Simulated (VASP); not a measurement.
# Bi: single point with r2SCAN

Bi:

```xyz
1
Lattice="-1.9220 1.9220 2.0409 1.9220 -1.9220 2.0409 1.9220 1.9220 -2.0409" Properties=species:S:1:pos:R:3 pbc="T T T"
Bi    0.0000    0.0000    0.0000
```

This cell differs from its parent crystal: strain -0.030 along x and y, +0.030 along z.

* Program: VASP 6.6.1
* Task: single point
* Functional: r2SCAN
* Potentials or basis: VASP PAW PBE potentials, release 64 (Bi_d)
* Cutoff: 520 eV
* k mesh: 18 × 18 × 18
* Occupations: gaussian, width 0.15 eV
* Spin: no spin polarisation

```
Pressure               : 2.0 GPa
Band gap on the k mesh : zero (an odd number of electrons rules out a gap without spin polarisation)
```

Stress tensor (GPa, compression positive):
```
2.26 0.00 0.00
0.00 2.26 0.00
0.00 0.00 1.40
```

Levels at points of the mesh, in eV from the Fermi level:
```csv
k point,band 3,band 4,band 5,band 6,band 7,band 8,band 9,band 10,band 11,band 12
"(0.00, 0.00, 0.00)",-23.78,-23.65,-23.62,-14.37,5.43,5.63,5.63,10.50,10.81,11.60
"(0.50, 0.00, 0.00)",-23.66,-23.63,-23.53,-11.01,-5.56,1.86,4.09,6.94,8.40,12.51
"(0.50, 0.50, 0.00)",-23.64,-23.62,-23.52,-10.75,-5.42,1.22,3.17,6.20,7.46,14.51
"(0.50, 0.50, 0.50)",-23.57,-23.55,-23.55,-8.52,-2.72,-1.70,-1.70,3.78,4.21,16.38
```

Wall time 24 min on 1 thread of Intel Xeon 8259CL (shared host), peak memory 0.31 GiB.

Caveat: the cell differs from its parent crystal (strain -0.030 along x and y, +0.030 along z); the PAW data sets were made with another functional, which shifts forces and pressure a little; spin-orbit coupling is left out, which moves the levels of the heavy elements.
